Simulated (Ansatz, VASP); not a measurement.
# Two plane-wave programs on HfC

INCAR

```
ALGO = Normal
EDIFF = 1E-6
ENCUT = 520
GGA = PS
ISIF = 2
ISMEAR = 0
LASPH = T
LCHARG = F
LREAL = F
LWAVE = F
NBANDS = 22
NELM = 60
PREC = Accurate
SIGMA = 0.1
```

KPOINTS

```
k-points
0
Gamma
  15 15 8
```

File POSCAR:

```
HfC
1.0
    3.3964187673      0.0000000000      0.0000000000
   -1.6982093836      2.9413849343      0.0000000000
    0.0000000000      0.0000000000      5.7543057383
Hf C
2 2
Direct
    0.6666666700      0.3333333300      0.7442337788
    0.3333333300      0.6666666700      0.2442337788
    0.0000000000      0.0000000000      0.0057662212
    0.0000000000      0.0000000000      0.5057662212
```

Input for Ansatz:

```yaml
crystal:
  lattice:
    - [3.3964187673, 0.0, 0.0]
    - [-1.6982093836, 2.9413849343, 0.0]
    - [0.0, 0.0, 5.7543057383]
  atoms:
    - { symbol: Hf, position: [0.66666667, 0.33333333, 0.7442337788] }
    - { symbol: Hf, position: [0.33333333, 0.66666667, 0.2442337788] }
    - { symbol: C, position: [0.0, 0.0, 0.0057662212] }
    - { symbol: C, position: [0.0, 0.0, 0.5057662212] }
basis:
  ecutwfc: 420
kpoints:
  mp_grid: { grid: [15, 15, 8] }
hamiltonian:
  xc: pbesol
scf:
  occupations: { method: gaussian, width: 0.1 }
output:
  forces: true
  stress: true
  eigenvalues: true
```

Alike in both runs: task single point; functional PBEsol; k mesh 15 × 15 × 8; occupations gaussian, width 0.1 eV; no spin polarisation.

|  | VASP | Ansatz |
| --- | --- | --- |
| version | VASP 6.6.1 | Ansatz 0.2.0 |
| potentials or method | VASP PAW PBE potentials, release 64 (Hf_pv, C), cutoff 520 eV | scalar-relativistic, plane waves, PAW |
| valence electrons in the cell | 28 | 60 |

VASP gave:

| Property | Result |
| --- | --- |
| gap on the k mesh at the Fermi level (eV) | none |
| pressure (GPa) | -28.9 |
| traceless stress, the component that is largest in VASP (GPa) | -8.19 |
| rms of the force components (eV/Å) | 0.005 |

**Question.** Estimate Ansatz's values.

**Answer.** gap on the k mesh at the Fermi level (eV): none; pressure (GPa): -28.2; traceless stress, the component that is largest in VASP (GPa): -8.17; rms of the force components (eV/Å): 0.005.

VASP's potentials were made for PBE, not for PBEsol. Atom by atom the forces differ by 0.000 eV/Å (rms over components). A gap of «none» marks a metal or a gap that the smearing closes. Both programs put the cell under strong tension, so it lies far from rest at this level. VASP's potentials hold 28 valence electrons a cell and Ansatz's 60, so a difference there can come from the potentials and not from the codes.

Spin-orbit coupling is off throughout.
